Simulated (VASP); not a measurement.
# ZnAu (Pm-3m) in VASP: further runs, part 2 of 2

VASP 6.6.1.

**3. Single point, PBE**

INCAR reads:

```
SYSTEM = ZnAu
PREC = Accurate
ENCUT = 520
EDIFF = 1E-7
ISMEAR = 0
SIGMA = 0.1
LREAL = .FALSE.
LASPH = .TRUE.
NELM = 100
ALGO = Normal
ISIF = 2
LWAVE = .FALSE.
LCHARG = .FALSE.
GGA = PE
NBANDS = 18
```

KPOINTS reads:

```
Automatic mesh
0
G
  14 14 14
  0 0 0
```

POSCAR reads:

```
ZnAu
1.0
    3.1866980516      0.0000000000      0.0000000000
    0.0000000000      3.1866980516      0.0000000000
    0.0000000000      0.0000000000      3.1866980516
Zn Au
1 1
Direct
    0.5000000000      0.5000000000      0.5000000000
    0.0000000000      0.0000000000      0.0000000000
```

Potentials or basis: VASP PAW PBE potentials, release 64 (Zn, Au).

Run with:

```console
> cat potpaw_PBE.64/Zn/POTCAR potpaw_PBE.64/Au/POTCAR > POTCAR
> mpirun -np 1 vasp_std > vasp.out
```

OUTCAR:

```text
SYSTEM = ZnAu
   PREC = Accurate
   ENCUT = 520
   EDIFF = 1E-7
   ISMEAR = 0
   LREAL = .FALSE.
   LASPH = .TRUE.
   NELM = 100
   ISIF = 2
   GGA = PE

 ion  position               nearest neighbor table
   1  0.500  0.500  0.500-   2 2.76   2 2.76   2 2.76   2 2.76   2 2.76   2 2.76   2 2.76   2 2.76

   2  0.000  0.000  0.000-   1 2.76   1 2.76   1 2.76   1 2.76   1 2.76   1 2.76   1 2.76   1 2.76

  LATTYP: Found a simple cubic cell.
 ALAT       =     3.1866980516

  Lattice vectors:

 A1 = (   3.1866980516,   0.0000000000,   0.0000000000)
 A2 = (   0.0000000000,   3.1866980516,   0.0000000000)
 A3 = (   0.0000000000,   0.0000000000,   3.1866980516)

Analysis of symmetry for initial positions (statically):
=====================================================================
 Subroutine PRICEL returns:
 Original cell was already a primitive cell.

 Routine SETGRP: Setting up the symmetry group for a
 simple cubic supercell.

 Subroutine GETGRP returns: Found 48 space group operations
 (whereof 48 operations were pure point group operations)
 out of a pool of 48 trial point group operations.

The static configuration has the point symmetry O_h .

Analysis of symmetry for dynamics (positions and initial velocities):
=====================================================================
 Subroutine PRICEL returns:
 Original cell was already a primitive cell.

 Routine SETGRP: Setting up the symmetry group for a
 simple cubic supercell.

 Subroutine GETGRP returns: Found 48 space group operations
 (whereof 48 operations were pure point group operations)
 out of a pool of 48 trial point group operations.

The dynamic configuration has the point symmetry O_h .

 Subroutine INISYM returns: Found 48 space group operations
 (whereof 48 operations are pure point group operations),
 and found     1 'primitive' translations

----------------------------------------------------------------------------------------
[... 106 lines left out ...]
   EMIN   =  10.00;   EMAX   =-10.00  energy-range for DOS
   EFERMI =   0.00;   METHOD = LEGACY
   ISMEAR =     0;   SIGMA  =   0.10  broadening in eV -4-tet -1-fermi 0-gaus
   EFERMI_NEDOS =   21; number of points for ismear=-14 and -15
   IALGO  =     38    algorithm
   IMIX   =      4    mixing-type and parameters
     AMIX     =   0.40;   BMIX     =  1.00
     AMIX_MAG =   1.60;   BMIX_MAG =  1.00
  volume/ion in A,a.u.               =      16.18       109.19
  Fermi-wavevector in a.u.,A,eV,Ry     =   1.460976  2.760845 29.040982  2.134452
  Thomas-Fermi vector in A             =   2.577362
   LORBIT       =      0    0 simple, 1 ext, 2 COOP (PROOUT), +10 PAW based schemes
   GGA     = PE    functional components
   LHFCALC =     F    Hartree Fock is set to
   AEXX    =    0.0000 exact exchange contribution
   IVDW    =     0    specifies the selected vdW correction
   LEPSILON=     F    determine dielectric tensor
   LRPA    =     F    only Hartree local field effects (RPA)
 non-spin polarized calculation
 Gauss-broadening in eV      SIGMA  =   0.10
  energy-cutoff  :      520.00
  volume of cell :       32.36
 maximum number of plane-waves:       912
 NGX is ok and might be reduce to    24
   NGX = 11   NGY = 11   NGZ = 11

 number of electron      23.0000040 magnetization

 Free energy of the ion-electron system (eV)
  ---------------------------------------------------
  ext. energy  EPLUGINS =         0.00000000
  ---------------------------------------------------
  free energy    TOTEN  =        -4.74704222 eV

  energy without entropy =       -4.74341870  energy(sigma->0) =       -4.74523046

 E-fermi :   6.6299     XC(G=0): -12.1646

 val. band max:        6.6134779827   @ k =   0.3571   0.2857   0.0714
 cond. band min:       6.6394763689   @ k =   0.3571   0.3571   0.0714
 fundamental gap:      0.0259983862
 Fermi energy:         6.6298739795

 k-point     1 :       0.0000    0.0000    0.0000
  band No.  band energies     occupation
      1      -3.6319      2.00000
      2      -1.3113      2.00000
      3      -1.3113      2.00000
      4      -0.7041      2.00000
      5      -0.7041      2.00000
      6      -0.7041      2.00000
[... 481 lines left out ...]
      5      -0.6909      2.00000
      6      -0.2828      2.00000
[... 10 lines left out ...]
     17      20.6126      0.00000
     18      21.0702      0.00000

 [... further k-points ...]
[... 5 lines left out ...]
  --------------------------------------------------------------------------------------
  -------------------------------------------------------------------------------------
  Total        0.0204489      0.0204489      0.0204489      0.0000000     -0.0000000     -0.0000000
  in kB        1.0124139      1.0124139      1.0124139      0.0000000     -0.0000000     -0.0000000
  external PRESSURE =       1.0124139 kB  Pullay stress =       0.0000000 kB

 VOLUME and BASIS-vectors are now :
 -----------------------------------------------------------------------------
  energy-cutoff  :      520.00
  volume of cell :       32.36
      direct lattice vectors                 reciprocal lattice vectors
     3.186698052  0.000000000  0.000000000     0.313804441  0.000000000  0.000000000
     0.000000000  3.186698052  0.000000000     0.000000000  0.313804441  0.000000000
     0.000000000  0.000000000  3.186698052     0.000000000  0.000000000  0.313804441

 POSITION                                       TOTAL-FORCE (eV/Angst)
 -----------------------------------------------------------------------------------
      1.59335      1.59335      1.59335         0.000000      0.000000      0.000000
      0.00000      0.00000      0.00000         0.000000      0.000000      0.000000
 -----------------------------------------------------------------------------------
    total drift:                                0.000000      0.000000     -0.000000

  FREE ENERGIE OF THE ION-ELECTRON SYSTEM (eV)
  ---------------------------------------------------
  free  energy   TOTEN  =        -4.7470422170 eV

  energy  without entropy=       -4.7434187022  energy(sigma->0) =       -4.74523046
```

Wall time 44 s (1 thread of Intel Xeon 8259CL, shared host); peak memory 0.2 GiB.

What came out:

```yaml
Free_energy: -4.7470 eV
Pressure: 0.1 GPa
Band_gap_on_the_k_mesh: zero (an odd number of electrons rules out a gap without spin polarisation)
```

Caveat: spin-orbit coupling is left out, which moves the levels of the heavy elements.

**4. Relaxation of cell and atoms, PBE**

This run uses another cell than the first one, of 15.58 Å³/atom.

INCAR reads:

```
SYSTEM = ZnAu
PREC = Accurate ; ENCUT = 600
EDIFF = 1E-6 ; ISMEAR = 0
SIGMA = 0.1 ; LREAL = .FALSE.
LASPH = .TRUE. ; NELM = 100
ALGO = Normal ; ISIF = 3
LWAVE = .FALSE. ; LCHARG = .FALSE.
GGA = PE ; IBRION = 2
NSW = 100 ; EDIFFG = -0.005
```

KPOINTS is that of step 3.

POSCAR reads:

```
ZnAu
1.0
    3.1470000000      0.0000000000      0.0000000000
    0.0000000000      3.1470000000      0.0000000000
    0.0000000000      0.0000000000      3.1470000000
Zn Au
1 1
Direct
    0.5000000000      0.5000000000      0.5000000000
    0.0000000000      0.0000000000      0.0000000000
```

Run with:

```console
> cat potpaw_PBE.64/Zn/POTCAR potpaw_PBE.64/Au/POTCAR > POTCAR
> mpirun -np 1 vasp_std > vasp.out
```

Wall time 4.3 min (1 thread of Intel Xeon 8259CL, shared host); peak memory 0.23 GiB.

Results (log left out):

```
Free energy                           : -4.7463 eV
Relaxed volume                        : 16.19 Å³/atom
Relaxed cell                          : a = 3.188 Å, b = 3.188 Å, c = 3.188 Å, α = 90.00°, β = 90.00°, γ = 90.00°
Space group after relaxing (to 0.1 Å) : Pm-3m (No. 221)
Energy gained by relaxing             : 9.1 meV/atom
Ionic steps                           : 5
Pressure after relaxing               : 0.0 GPa
Band gap on the k mesh                : zero (an odd number of electrons rules out a gap without spin polarisation)
```

The path:
| step | energy change (eV) | largest force (eV/Å) | pressure (GPa) | volume (Å³) |
| --- | --- | --- | --- | --- |
| 1 | 0.0000 | 0.0000 | 4.92 | 31.17 |
| 2 | -0.0081 | 0.0000 | -3.17 | 33.38 |
| 3 | -0.0182 | 0.0000 | 0.10 | 32.40 |
| 4 | -0.0182 | 0.0000 | -0.09 | 32.43 |
| 5 | -0.0182 | 0.0000 | 0.01 | 32.39 |

Final structure:
```
CELL_PARAMETERS angstrom
3.18755 0.00000 0.00000
0.00000 3.18755 0.00000
0.00000 0.00000 3.18755
ATOMIC_POSITIONS crystal
Zn 0.50000 0.50000 0.50000
Au 0.00000 0.00000 0.00000
```

Levels at points of the mesh, in eV from the Fermi level:
```
           k point  band 9  band 10  band 11  band 12  band 13  band 14  band 15
(0.00, 0.00, 0.00)   -3.67    -3.67    -3.67     4.95     4.95     4.95     8.39
(0.50, 0.00, 0.00)   -4.76    -4.76    -3.81    -2.36    10.36    10.89    10.89
(0.50, 0.50, 0.00)   -4.01    -3.12    -1.81    -1.81     0.72     2.28    10.21
(0.50, 0.50, 0.50)   -3.07    -3.07     1.30     3.36     3.73     3.73     3.73
```

Caveat: spin-orbit coupling is left out, which moves the levels of the heavy elements. PBE usually gives volumes a little too large and moduli too small.

The gap in the log of VASP goes by the Fermi energy; the results here count the filled bands.